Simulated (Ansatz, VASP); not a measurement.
**Two plane-wave programs on GeH4**

```
CELL_PARAMETERS angstrom
12.80089 0.00000 0.00000
0.00000 13.30089 0.00000
0.00000 0.00000 13.80089
ATOMIC_POSITIONS crystal
Ge 0.50288 0.50483 0.50080
H 0.40439 0.46874 0.44778
H 0.47788 0.52085 0.60845
H 0.58924 0.42546 0.49074
H 0.53997 0.60428 0.45614
```

Alike in both runs: task single point; functional RPBE; k mesh 1 × 1 × 1; occupations gaussian, width 0.005 eV; no spin polarisation.

|  | VASP | Ansatz |
| --- | --- | --- |
| version | VASP 6.6.1 | Ansatz 0.2.0 |
| potentials or method | VASP PAW PBE potentials, release 64 (Ge_d, H) | scalar-relativistic, plane waves, PAW |
| plane-wave cutoff (eV) | 410 | 420 |
| valence electrons in the cell | 18 | 18 |

```csv
,VASP,Ansatz,Ansatz less VASP
rms of the force components (eV/Å),0.021,0.044,+0.0226
```

VASP's potentials were made for PBE, not for RPBE. Atom by atom the forces differ by 0.023 eV/Å (rms over components). With one functional, cell and mesh, what is left measures potentials, basis and numerics.
